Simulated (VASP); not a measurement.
Runs of VASP 6.6.1 on TiB2. The structure is that of space group P6/mmm (No. 191), or close to it. The cells are those of the table. 

```tsv
task	cell	gap on the mesh (eV)	pressure (GPa)
electric field gradients	a = 3.029, b = 3.029, c = 3.132 Å, angles 90.0, 90.0, 120.0°, 3 atoms	none	2.2
single point	a = 3.030, b = 2.990, c = 3.229 Å, angles 89.4, 88.3, 118.7°, 3 atoms	none	(a)
single point	a = 2.938, b = 2.938, c = 3.228 Å, angles 90.0, 90.0, 120.0°, 3 atoms	none	(b)
single point	a = 3.090, b = 3.090, c = 3.228 Å, angles 90.0, 90.0, 120.0°, 3 atoms	none	-14.5
electric field gradients	a = 2.999, b = 2.999, c = 3.228 Å, angles 90.0, 90.0, 120.0°, 3 atoms	none	0.8
```

Alike in all rows: level PBEsol; potentials or basis VASP PAW PBE potentials, release 64 (Ti_sv, B); no spin polarisation; k mesh 15 × 15 × 13; cutoff (eV) 520; smearing fermi-dirac 0.08 eV.

Fill in the values left out.

(a) -4.0; (b) 13.6.

Caveats: the PAW data sets were made with another functional, which shifts forces and pressure a little.

A gap of «none» marks levels without a gap at the run's occupations.
